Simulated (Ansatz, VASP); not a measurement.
Given: the input of a run of VASP 6.6.1 on MnO.

The input INCAR:

```
SYSTEM = MnO
PREC     = Accurate       ! precision mode
ENCUT    = 600            ! plane-wave cutoff, eV
EDIFF    = 1E-7           ! SCF threshold, eV
ISMEAR   = -1             ! smearing method
SIGMA    = 0.05           ! smearing width, eV
LREAL    = .FALSE.        ! projectors in reciprocal space
LASPH    = .TRUE.         ! aspherical terms in the spheres
NELM     = 150            ! most SCF steps
ALGO     = Normal         ! electronic algorithm
ISIF     = 3              ! what is computed and relaxed
LWAVE    = .FALSE.        ! write WAVECAR
LCHARG   = .FALSE.        ! write CHGCAR
ISPIN    = 2              ! spin polarisation
MAGMOM   = 4 0            ! initial moments
LORBIT   = 11             ! projections on sites
LMAXMIX  = 4              ! l up to which the mixer works
GGA      = RE             ! functional
IVDW     = 13             ! dispersion correction
IBRION   = 2              ! ionic algorithm
NSW      = 60             ! ionic steps
EDIFFG   = -0.01          ! ionic threshold
```

KPOINTS

```
Automatic mesh
0
G
  10 10 10
  0 0 0
```

POSCAR

```
MnO
1.0
    0.0000000000      2.2239077028      2.2239077028
    2.2239077028      0.0000000000      2.2239077028
    2.2239077028      2.2239077028      0.0000000000
Mn O
1 1
Direct
    0.0000000000      0.0000000000      0.0000000000
    0.5000000000      0.5000000000      0.5000000000
```

Potentials or basis: VASP PAW PBE potentials, release 64 (Mn_pv, O).

Run with:

```bash
$ cat potpaw_PBE.64/Mn_pv/POTCAR potpaw_PBE.64/O/POTCAR > POTCAR
$ mpirun -np 1 vasp_std > vasp.out
```

Q: Translate it to Ansatz 0.2.0. Potentials there: Ansatz PAW.

A: As run (the cutoff follows the program's own potentials):

File input.yaml:

```yaml
crystal:
  lattice:
    - [0.0, 2.2239077028, 2.2239077028]
    - [2.2239077028, 0.0, 2.2239077028]
    - [2.2239077028, 2.2239077028, 0.0]
  atoms:
    - { symbol: Mn, position: [0.0, 0.0, 0.0], spin: 4.0 }
    - { symbol: O, position: [0.5, 0.5, 0.5] }
hamiltonian:
  xc: revpbe
  pseudopotentials: { kind: paw }
  dispersion: d4
magnetization:
  spin_polarized: true
kpoints:
  mp_grid: { grid: [10, 10, 10] }
scf:
  occupations: { method: fermi_dirac, width: 0.05 }
output:
  forces: true
  stress: true
relax:
  f_tol: 0.01
  max_steps: 40
  cell: { stress_tol: 0.05 }
```

Potentials or basis: Ansatz PAW.

The run is started by

```sh
$ ansatz run input.yaml --threads 2 --pin off --max-ram 5632MiB --backend cpu --events-out ev --progress --plain --runs-dir out
```

Both were run:

|  | VASP | Ansatz | Ansatz less VASP |
| --- | --- | --- | --- |
| net moment per atom (μB) | 2.40 | 2.40 | 0.000 |
| size of the moment on the site where the two differ most (μB) | 4.36 | 4.06 | -0.293 |
| relaxed volume (Å³/atom) | 10.82 | 10.82 | +0.001 |
| relaxed length of the cell vector where the two differ most in proportion (Å) | 3.128 | 3.128 | +0.0001 |

VASP's potentials were made for PBE, not for revPBE. Site moments also hang on the region over which each program counts them. VASP's potentials hold 19 valence electrons a cell and Ansatz's 21, so a difference there can come from the potentials and not from the codes.

Noted on Ansatz's run: the plane-wave basis is chosen anew once the cell has moved, so the energies of steps on either side of that aren't comparable.
